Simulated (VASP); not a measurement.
A run of VASP 6.6.1 is set up as follows.

The input INCAR:

```
PREC = Accurate
ENCUT = 520
EDIFF = 1E-6
ISMEAR = -1
SIGMA = 0.05
LREAL = F
LASPH = T
NELM = 60
ALGO = Normal
ISIF = 2
LWAVE = F
LCHARG = T
GGA = B5
ALDAX = 1.0
AGGAX = 1.0
AGGAC = 1.0
ALDAC = 0.0
LELF = T
LVHAR = T
NBANDS = 16
```

The input KPOINTS:

```
regular mesh
0
Gamma
  7 7 7
```

The input POSCAR:

```
HgTe
1.0
    0.0000000000      3.1732879438      3.1732879438
    3.1732879438      0.0000000000      3.1732879438
    3.1732879438      3.1732879438      0.0000000000
Hg Te
1 1
Direct
    0.0000000000      0.0000000000      0.0000000000
    0.5000000000      0.5000000000      0.5000000000
```

Potentials or basis: VASP PAW PBE potentials, release 64 (Hg, Te).

Run with:

```console
$ cat potpaw_PBE.64/Hg/POTCAR potpaw_PBE.64/Te/POTCAR > POTCAR
$ mpirun -np 1 vasp_std > vasp.out
```

(1) Predict the band gap on the k mesh.

(2) Predict the pressure.

Results:

(1) zero (band 9 reaches 3.76 eV, above the bottom of band 10 at 1.85 eV).

(2) 0.2 GPa.

Caveat: the PAW data sets were made with another functional, which shifts forces and pressure a little; spin-orbit coupling is left out, which moves the levels of the heavy elements.
